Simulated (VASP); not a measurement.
# ZrB (Fm-3m) in VASP: notebook

Runs on ZrB. Level: r2SCAN. Tasks: single point, relaxation of cell and atoms.

Program: VASP 6.6.1. These are calculated values, not measurements. Logs are shortened: lines on timing, memory, paths and dates and some standing lists are left out, and cuts for length are marked.

## Step 1: The cell of the first run

It takes space group Fm-3m (No. 225, cubic). Conventional cell: a = 4.650 Å, b = 4.650 Å, c = 4.650 Å, α = 90.00°, β = 90.00°, γ = 90.00°. Zr (site symmetry m-3m) has 6 B at 2.33 Å within 3.1 Å. Within 3.1 Å of B (site symmetry m-3m) lie 6 Zr at 2.33 Å.

## Step 2: Single point, r2SCAN

POSCAR reads:

```
ZrB
1.0
    0.0000000000      2.3250000000      2.3250000000
    2.3250000000      0.0000000000      2.3250000000
    2.3250000000      2.3250000000      0.0000000000
Zr B
1 1
Direct
    0.0000000000      0.0000000000      0.0000000000
    0.5000000000      0.5000000000      0.5000000000
```

INCAR.step1 reads:

```
ALGO = Normal ; EDIFF = 1E-4
ENCUT = 520 ; GGA = PE
ISMEAR = 0 ; LASPH = True
LCHARG = False ; LREAL = False
LWAVE = True ; NBANDS = 14
NELM = 100 ; PREC = Accurate
SIGMA = 0.1
```

INCAR.step2 reads:

```
ALGO = Normal ; EDIFF = 1E-6
ENCUT = 520 ; ISIF = 2
ISMEAR = 0 ; ISTART = 1
LASPH = True ; LCHARG = False
LMIXTAU = True ; LREAL = False
LWAVE = False ; METAGGA = R2SCAN
NBANDS = 14 ; NELM = 100
PREC = Accurate ; SIGMA = 0.1
```

KPOINTS reads:

```
k-points
0
Gamma
  6 6 6
```

Potentials or basis: VASP PAW PBE potentials, release 64 (Zr_sv, B).

On the command line:

```sh
cat potpaw_PBE.64/Zr_sv/POTCAR potpaw_PBE.64/B/POTCAR > POTCAR
cp INCAR.step1 INCAR
mpirun -np 1 vasp_std > vasp.out
cp INCAR.step2 INCAR
mpirun -np 1 vasp_std > vasp.out
```

OUTCAR:

```text
EDIFF = 1E-6
   ENCUT = 520
   ISIF = 2
   ISMEAR = 0
   ISTART = 1
   LASPH = True
   LREAL = False
   METAGGA = R2SCAN
   NELM = 100
   PREC = Accurate

 ion  position               nearest neighbor table
   1  0.000  0.000  0.000-   2 2.33   2 2.33   2 2.33   2 2.33   2 2.33   2 2.33
   2  0.500  0.500  0.500-   1 2.33   1 2.33   1 2.33   1 2.33   1 2.33   1 2.33

  LATTYP: Found a face centered cubic cell.
 ALAT       =     4.6500000000

  Lattice vectors:

 A1 = (   0.0000000000,   2.3250000000,   2.3250000000)
 A2 = (   2.3250000000,   0.0000000000,   2.3250000000)
 A3 = (   2.3250000000,   2.3250000000,   0.0000000000)

Analysis of symmetry for initial positions (statically):
=====================================================================
 Subroutine PRICEL returns:
 Original cell was already a primitive cell.

 Routine SETGRP: Setting up the symmetry group for a
 face centered cubic supercell.

 Subroutine GETGRP returns: Found 48 space group operations
 (whereof 48 operations were pure point group operations)
 out of a pool of 48 trial point group operations.

The static configuration has the point symmetry O_h .

Analysis of symmetry for dynamics (positions and initial velocities):
=====================================================================
 Subroutine PRICEL returns:
 Original cell was already a primitive cell.

 Routine SETGRP: Setting up the symmetry group for a
 face centered cubic supercell.

 Subroutine GETGRP returns: Found 48 space group operations
 (whereof 48 operations were pure point group operations)
 out of a pool of 48 trial point group operations.

The dynamic configuration has the point symmetry O_h .

 Subroutine INISYM returns: Found 48 space group operations
 (whereof 48 operations are pure point group operations),
 and found     1 'primitive' translations

----------------------------------------------------------------------------------------

                                     Primitive cell

  volume of cell :      25.1362

  direct lattice vectors                    reciprocal lattice vectors
     0.000000000  2.325000000  2.325000000    -0.215053763  0.215053763  0.215053763
     2.325000000  0.000000000  2.325000000     0.215053763 -0.215053763  0.215053763
     2.325000000  2.325000000  0.000000000     0.215053763  0.215053763 -0.215053763

  length of vectors
     3.288046533  3.288046533  3.288046533     0.372484045  0.372484045  0.372484045

  position of ions in fractional coordinates (direct lattice)
     0.000000000  0.000000000  0.000000000
     0.500000000  0.500000000  0.500000000

  ion indices of the primitive-cell ions
   primitive index   ion index
                 1           1
                 2           2

----------------------------------------------------------------------------------------

 KPOINTS: k-points

Automatic generation of k-mesh.
 Grid dimensions read from file:
 generate k-points for:    6    6    6

 Generating k-lattice:

  Cartesian coordinates                     Fractional coordinates (reciprocal lattice)
    -0.035842294  0.035842294  0.035842294     0.166666667  0.000000000  0.000000000
     0.035842294 -0.035842294  0.035842294     0.000000000  0.166666667  0.000000000
     0.035842294  0.035842294 -0.035842294     0.000000000  0.000000000  0.166666667

  Length of vectors
     0.062080674  0.062080674  0.062080674

  Shift w.r.t. Gamma in fractional coordinates (k-lattice)
     0.000000000  0.000000000  0.000000000

 Subroutine IBZKPT returns following result:
 ===========================================

 Found     16 irreducible k-points:

 Following reciprocal coordinates:
            Coordinates               Weight
  0.000000  0.000000  0.000000      1.000000
  0.166667  0.000000  0.000000      8.000000
  0.333333  0.000000  0.000000      8.000000
  0.500000  0.000000  0.000000      4.000000
  0.166667  0.166667  0.000000      6.000000
  0.333333  0.166667  0.000000     24.000000
[... 8 lines left out ...]
 -0.333333  0.333333  0.166667     24.000000
[... 43 lines left out ...]
 cond. band min:       9.3518759596   @ k =   0.1667   0.0000   0.0000
 fundamental gap:      0.5819644272
 Fermi energy:         8.8020111594

 k-point     1 :       0.0000    0.0000    0.0000
  band No.  band energies     occupation
      1     -39.3997      2.00000
      2     -16.4303      2.00000
      3     -16.4303      2.00000
      4     -16.4303      2.00000
      5       0.0934      2.00000
      6      11.1912      0.00000
      7      11.1912      0.00000
      8      11.1912      0.00000
      9      12.8830      0.00000
     10      12.8830      0.00000
     11      13.0194      0.00000
     12      13.0194      0.00000
     13      13.0194      0.00000
     14      20.6458      0.00000

 k-point     2 :       0.1667    0.0000    0.0000
  band No.  band energies     occupation
      1     -39.3675      2.00000
      2     -16.6997      2.00000
      3     -16.4542      2.00000
      4     -16.4542      2.00000
      5       0.8589      2.00000
      6       9.3519      0.00000
      7       9.8758      0.00000
      8       9.8758      0.00000
      9      12.1267      0.00000
     10      12.1267      0.00000
     11      13.7856      0.00000
     12      16.6335      0.00000
     13      16.6335      0.00000
     14      22.3715      0.00000

 k-point     3 :       0.3333    0.0000    0.0000
  band No.  band energies     occupation
      1     -39.3023      2.00000
      2     -17.2044      2.00000
      3     -16.5013      2.00000
      4     -16.5013      2.00000
      5       2.6943      2.00000
      6       6.9342      2.00000
      7       8.1198      2.00000
      8       8.1198      2.00000
      9      13.8615      0.00000
     10      13.8615      0.00000
     11      14.8287      0.00000
     12      20.6620      0.00000
     13      20.6620      0.00000
     14      21.0550      0.00000
[... 188 lines left out ...]
 k-point    15 :      -0.3333    0.3333    0.1667
  band No.  band energies     occupation
      1     -39.2365      2.00000
      2     -17.1990      2.00000
      3     -16.9303      2.00000
      4     -16.6812      2.00000
      5       3.3860      2.00000
      6       6.5679      2.00000
      7       8.0127      2.00000
      8       8.4496      2.00000
      9      14.2779      0.00000
     10      14.4137      0.00000
     11      16.4382      0.00000
     12      19.3218      0.00000
     13      20.0464      0.00000
     14      23.0223      0.00000

 k-point    16 :      -0.3333    0.5000    0.1667
  band No.  band energies     occupation
      1     -39.2255      2.00000
      2     -17.1964      2.00000
      3     -16.9195      2.00000
      4     -16.7878      2.00000
      5       2.6958      2.00000
      6       7.8550      2.00000
      7       8.2190      2.00000
      8       8.7340      1.66372
      9      13.1895      0.00000
     10      15.7142      0.00000
     11      16.3971      0.00000
     12      17.2279      0.00000
     13      19.7965      0.00000
     14      24.8288      0.00000

------------------------ aborting loop because EDIFF is reached ----------------------------------------

  FORCE on cell =-STRESS in cart. coord.  units (eV):
  Direction    XX          YY          ZZ          XY          YZ          ZX
  --------------------------------------------------------------------------------------
  -------------------------------------------------------------------------------------
  Total        5.7906131      5.7906131      5.7906131     -0.0000000     -0.0000000     -0.0000000
  in kB      369.0933880    369.0933880    369.0933880     -0.0000000     -0.0000000     -0.0000000
  external PRESSURE =     369.0933880 kB  Pullay stress =       0.0000000 kB

 VOLUME and BASIS-vectors are now :
 -----------------------------------------------------------------------------
  energy-cutoff  :      520.00
  volume of cell :       25.14
      direct lattice vectors                 reciprocal lattice vectors
     0.000000000  2.325000000  2.325000000    -0.215053763  0.215053763  0.215053763
     2.325000000  0.000000000  2.325000000     0.215053763 -0.215053763  0.215053763
     2.325000000  2.325000000  0.000000000     0.215053763  0.215053763 -0.215053763

 POSITION                                       TOTAL-FORCE (eV/Angst)
 -----------------------------------------------------------------------------------
      0.00000      0.00000      0.00000        -0.000000     -0.000000     -0.000000
      2.32500      2.32500      2.32500         0.000000      0.000000      0.000000
 -----------------------------------------------------------------------------------
    total drift:                                0.000000     -0.000000     -0.000000

  FREE ENERGIE OF THE ION-ELECTRON SYSTEM (eV)
  ---------------------------------------------------
  free  energy   TOTEN  =       -30.5422392125 eV

  energy  without entropy=      -30.5323704218  energy(sigma->0) =      -30.53730482
```

Wall time 13 s (1 thread of Intel Xeon 6975P-C (Granite Rapids), shared host); peak memory 0.14 GiB.

What came out:

```
Free energy            : -30.5422 eV
Pressure               : 36.9 GPa
Band gap on the k mesh : zero (an odd number of electrons rules out a gap without spin polarisation)
```

Levels at points of the mesh, in eV from the Fermi level:
```csv
k point,band 5,band 6,band 7,band 8,band 9,band 10,band 11,band 12
"(0.00, 0.00, 0.00)",-8.71,2.39,2.39,2.39,4.08,4.08,4.22,4.22
"(0.50, 0.00, 0.00)",-4.18,-3.83,-1.29,-1.29,6.38,6.38,8.09,8.80
"(0.50, 0.50, 0.00)",-6.82,-0.87,-0.21,2.86,2.86,5.90,7.59,7.59
```

Caveat: the k points lie up to 0.39 Å⁻¹ apart, too coarse for converged energies and pressures of a metal; the PAW data sets were made with another functional, which shifts forces and pressure a little; an odd number of electrons without spin polarisation forces a metal; a magnetic or distorted state may lie lower.

## Step 3: Single point, r2SCAN

This run uses another cell than the first one, of 14.83 Å³/atom.

POSCAR reads:

```
ZrB
1.0
    0.0000000000      2.4567186093      2.4567186093
    2.4567186093      0.0000000000      2.4567186093
    2.4567186093      2.4567186093      0.0000000000
Zr B
1 1
Direct
    0.0000000000      0.0000000000      0.0000000000
    0.5000000000      0.5000000000      0.5000000000
```

INCAR.step1 reads:

```
  PREC = Accurate
  ENCUT = 520
  ISMEAR = 0
  SIGMA = 0.1
  LREAL = False
  LASPH = True
  NELM = 80
  NBANDS = 14
  GGA = PE
  ALGO = Normal
  EDIFF = 1E-4
  LWAVE = True
  LCHARG = False
```

INCAR.step2 reads:

```
  PREC = Accurate
  ENCUT = 520
  EDIFF = 1E-6
  ISMEAR = 0
  SIGMA = 0.1
  LREAL = False
  LASPH = True
  NELM = 80
  ALGO = Normal
  ISIF = 2
  LWAVE = False
  LCHARG = False
  METAGGA = R2SCAN
  LMIXTAU = True
  NBANDS = 14
  ISTART = 1
```

KPOINTS reads:

```
Automatic mesh
0
Gamma
  6 6 6
```

Potentials or basis: VASP PAW PBE potentials, release 64 (Zr_sv, B).

On the command line:

```sh
cat potpaw_PBE.64/Zr_sv/POTCAR potpaw_PBE.64/B/POTCAR > POTCAR
cp INCAR.step1 INCAR
mpirun -np 1 vasp_std > vasp.out
cp INCAR.step2 INCAR
mpirun -np 1 vasp_std > vasp.out
```

Wall time 25 s (1 thread of Intel Xeon 6975P-C (Granite Rapids), shared host); peak memory 0.16 GiB.

The run converged. Its results:

```yaml
Free_energy: -31.0002 eV
Pressure: 0.1 GPa
Band_gap_on_the_k_mesh: zero (an odd number of electrons rules out a gap without spin polarisation)
```

Levels at points of the mesh, in eV from the Fermi level:
```
           k point  band 3  band 4  band 5  band 6  band 7  band 8  band 9  band 10  band 11  band 12
(0.00, 0.00, 0.00)  -26.12  -26.12   -8.41    2.17    2.17    2.17    3.44     3.44     3.78     3.78
(0.50, 0.00, 0.00)  -26.18  -26.18   -4.46   -3.78   -1.04   -1.04    5.33     5.33     6.68     7.99
(0.50, 0.50, 0.00)  -26.31  -26.31   -6.41   -0.76   -0.50    2.30    2.30     4.87     6.27     6.27
```

Caveat: the k points lie up to 0.37 Å⁻¹ apart, too coarse for converged energies and pressures of a metal; the PAW data sets were made with another functional, which shifts forces and pressure a little; an odd number of electrons without spin polarisation forces a metal; a magnetic or distorted state may lie lower.

## Step 4: Relaxation of cell and atoms, r2SCAN

POSCAR reads:

```
ZrB
1.0
    0.0000000000      2.3250000000      2.3250000000
    2.3250000000      0.0000000000      2.3250000000
    2.3250000000      2.3250000000      0.0000000000
Zr B
1 1
Direct
    0.0000000000      0.0000000000      0.0000000000
    0.5000000000      0.5000000000      0.5000000000
```

INCAR.step1 reads:

```
SYSTEM = ZrB
PREC     = Accurate       ! precision mode
ENCUT    = 600            ! plane-wave cutoff, eV
ISMEAR   = 0              ! smearing method
SIGMA    = 0.1            ! smearing width, eV
LREAL    = .False.        ! projectors in reciprocal space
LASPH    = .True.         ! aspherical terms in the spheres
NELM     = 60             ! most SCF steps
GGA      = PE             ! functional
ALGO     = Normal         ! electronic algorithm
EDIFF    = 1E-4           ! SCF threshold, eV
LWAVE    = .True.         ! write WAVECAR
LCHARG   = .False.        ! write CHGCAR
```

INCAR.step2 reads:

```
SYSTEM = ZrB
PREC     = Accurate       ! precision mode
ENCUT    = 600            ! plane-wave cutoff, eV
EDIFF    = 1E-6           ! SCF threshold, eV
ISMEAR   = 0              ! smearing method
SIGMA    = 0.1            ! smearing width, eV
LREAL    = .False.        ! projectors in reciprocal space
LASPH    = .True.         ! aspherical terms in the spheres
NELM     = 60             ! most SCF steps
ALGO     = Normal         ! electronic algorithm
ISIF     = 3              ! what is computed and relaxed
LWAVE    = .False.        ! write WAVECAR
LCHARG   = .False.        ! write CHGCAR
METAGGA  = R2SCAN         ! meta-GGA
LMIXTAU  = .True.       
IBRION   = 2              ! ionic algorithm
NSW      = 90             ! ionic steps
EDIFFG   = -0.04          ! ionic threshold
ISTART   = 1
```

KPOINTS reads:

```
Automatic mesh
0
Gamma
  6 6 6
  0 0 0
```

On the command line:

```sh
cat potpaw_PBE.64/Zr_sv/POTCAR potpaw_PBE.64/B/POTCAR > POTCAR
cp INCAR.step1 INCAR
mpirun -np 1 vasp_std > vasp.out
cp INCAR.step2 INCAR
mpirun -np 1 vasp_std > vasp.out
```

Wall time 89 s (1 thread of Intel Xeon 6975P-C (Granite Rapids), shared host); peak memory 0.17 GiB.

Results (log left out):

```
Free energy                           : -30.9979 eV
Relaxed volume                        : 14.86 Å³/atom
Relaxed cell                          : a = 3.477 Å, b = 3.477 Å, c = 3.477 Å, α = 60.00°, β = 60.00°, γ = 60.00°
Space group after relaxing (to 0.1 Å) : Fm-3m (No. 225)
Energy gained by relaxing             : 228.0 meV/atom
Ionic steps                           : 4
Pressure after relaxing               : -0.2 GPa
Band gap on the k mesh                : zero (an odd number of electrons rules out a gap without spin polarisation)
```

Step by step:
| step | energy change (eV) | largest force (eV/Å) | pressure (GPa) | volume (Å³) |
| --- | --- | --- | --- | --- |
| 1 | 0.0000 | 0.0000 | 36.91 | 25.14 |
| 2 | 0.2113 | 0.0000 | -23.63 | 37.21 |
| 3 | -0.4550 | 0.0000 | -1.28 | 29.92 |
| 4 | -0.4560 | 0.0000 | -0.22 | 29.72 |

Final structure:
```
CELL_PARAMETERS angstrom
0.00000 2.45845 2.45845
2.45845 0.00000 2.45845
2.45845 2.45845 0.00000
ATOMIC_POSITIONS crystal
Zr 0.00000 0.00000 0.00000
B 0.50000 0.50000 0.50000
```

Levels at points of the mesh, in eV from the Fermi level:
```
           k point  band 3  band 4  band 5  band 6  band 7  band 8  band 9  band 10  band 11
(0.00, 0.00, 0.00)  -26.13  -26.13   -8.41    2.17    2.17    2.17    3.43     3.43     3.78
(0.50, 0.00, 0.00)  -26.19  -26.19   -4.47   -3.77   -1.03   -1.03    5.31     5.31     6.66
(0.50, 0.50, 0.00)  -26.32  -26.32   -6.40   -0.77   -0.50    2.29    2.29     4.86     6.25
```

Caveat: the k points lie up to 0.37 Å⁻¹ apart in the final cell, too coarse for converged energies and pressures of a metal; the volume moved by over 15 % at a fixed basis, so the end points are rough; the PAW data sets were made with another functional, which shifts forces and pressure a little; an odd number of electrons without spin polarisation forces a metal; a magnetic or distorted state may lie lower. Zero-point motion and thermal expansion aren't in these numbers.

## Step 5: Single point, r2SCAN

This run uses another cell than the first one, of 14.81 Å³/atom.

POSCAR reads:

```
ZrB
1.0
    0.0000000000      2.4559421718      2.4559421718
    2.4559421718      0.0000000000      2.4559421718
    2.4559421718      2.4559421718      0.0000000000
Zr B
1 1
Direct
    0.0000000000      0.0000000000      0.0000000000
    0.5000000000      0.5000000000      0.5000000000
```

INCAR.step1 reads:

```
SYSTEM = ZrB
PREC = Accurate
ENCUT = 520
ISMEAR = 0
SIGMA = 0.1
LREAL = .False.
LASPH = .True.
NELM = 60
NBANDS = 14
GGA = PE
ALGO = Normal
EDIFF = 1E-4
LWAVE = .True.
LCHARG = .False.
```

INCAR.step2 reads:

```
SYSTEM = ZrB
PREC = Accurate
ENCUT = 520
EDIFF = 1E-6
ISMEAR = 0
SIGMA = 0.1
LREAL = .False.
LASPH = .True.
NELM = 60
ALGO = Normal
ISIF = 2
LWAVE = .False.
LCHARG = .True.
METAGGA = R2SCAN
LMIXTAU = .True.
LELF = .True.
LVHAR = .True.
NBANDS = 14
ISTART = 1
```

KPOINTS reads:

```
regular mesh
0
Gamma
  20 20 20
  0 0 0
```

On the command line:

```sh
cat potpaw_PBE.64/Zr_sv/POTCAR potpaw_PBE.64/B/POTCAR > POTCAR
cp INCAR.step1 INCAR
mpirun -np 1 vasp_std > vasp.out
cp INCAR.step2 INCAR
mpirun -np 1 vasp_std > vasp.out
```

Wall time 3.9 min (1 thread of Intel Xeon 6975P-C (Granite Rapids), shared host); peak memory 0.25 GiB.

The run converged. Its results:

```
Free energy            : -30.9842 eV
Pressure               : 0.1 GPa
Band gap on the k mesh : zero (an odd number of electrons rules out a gap without spin polarisation)
```

Levels at points of the mesh, in eV from the Fermi level:
```csv
k point,band 4,band 5,band 6,band 7,band 8,band 9,band 10,band 11,band 12,band 13
"(0.00, 0.00, 0.00)",-26.30,-8.62,1.99,1.99,1.99,3.27,3.27,3.58,3.58,3.58
"(0.50, 0.00, 0.00)",-26.35,-4.67,-3.98,-1.23,-1.23,5.14,5.14,6.49,7.79,11.85
"(0.50, 0.50, 0.00)",-26.49,-6.61,-0.96,-0.70,2.10,2.10,4.70,6.09,6.09,9.01
```

Caveat: the PAW data sets were made with another functional, which shifts forces and pressure a little; an odd number of electrons without spin polarisation forces a metal; a magnetic or distorted state may lie lower.

## Step 6: Summary

| task | cell | k mesh | cutoff (eV) | gap on the mesh (eV) | pressure (GPa) |
| --- | --- | --- | --- | --- | --- |
| single point | a = 3.288 Å, angles 60.0°, 2 atoms | 6 × 6 × 6 | 520 | none | 36.9 |
| single point | a = 3.474 Å, angles 60.0°, 2 atoms | 6 × 6 × 6 | 520 | none | 0.1 |
| relaxation of cell and atoms | relaxed from a = 3.288 Å, angles 60.0°, 2 atoms | 6 × 6 × 6 | 600 | none | -0.2 |
| single point | a = 3.473 Å, angles 60.0°, 2 atoms | 20 × 20 × 20 | 520 | none | 0.1 |

Alike in all rows: level r2SCAN; potentials or basis VASP PAW PBE potentials, release 64 (Zr_sv, B); no spin polarisation; smearing gaussian 0.1 eV.

Caveats: some runs use coarse meshes; the PAW data sets were made with another functional, which shifts forces and pressure a little; an odd number of electrons without spin polarisation forces a metal; a magnetic or distorted state may lie lower; the volume moved by over 15 % at a fixed basis, so the end points are rough (at least some runs).

Total energies depend on the potentials used, so only differences within one code and one set of settings carry meaning.

The gap in the log of VASP goes by the Fermi energy; the results here count the filled bands.